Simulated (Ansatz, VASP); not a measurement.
CdF2 in VASP and in Ansatz

```
Cd F
1.0
     0.00000    2.69410    2.69410
     2.69410    0.00000    2.69410
     2.69410    2.69410    0.00000
Cd F
1 2
Direct
  0.00000 0.00000 0.00000
  0.25000 0.25000 0.25000
  0.75000 0.75000 0.75000
```

Alike in both runs: task single point; functional r2SCAN; k mesh 8 × 8 × 8; occupations gaussian, width 0.05 eV; no spin polarisation.

```csv
,VASP,Ansatz
version,VASP 6.6.1,Ansatz 0.2.0
potentials or method,"VASP PAW PBE potentials, release 64 (Cd, F), cutoff 520 eV","scalar-relativistic, plane waves, PAW"
valence electrons in the cell,26,34
```

Ansatz gave:

| Quantity | Value |
| --- | --- |
| gap on the k mesh at the Fermi level (eV) | 3.79 |
| pressure (GPa) | 0.0 |

Question: What did VASP give for the same quantities?

Answer: gap on the k mesh at the Fermi level (eV): 3.75; pressure (GPa): 1.0.

VASP's potentials were made for PBE, not for r2SCAN. With one functional, cell and mesh, what is left measures potentials, basis and numerics. VASP's potentials hold 26 valence electrons a cell and Ansatz's 34, so a difference there can come from the potentials and not from the codes.
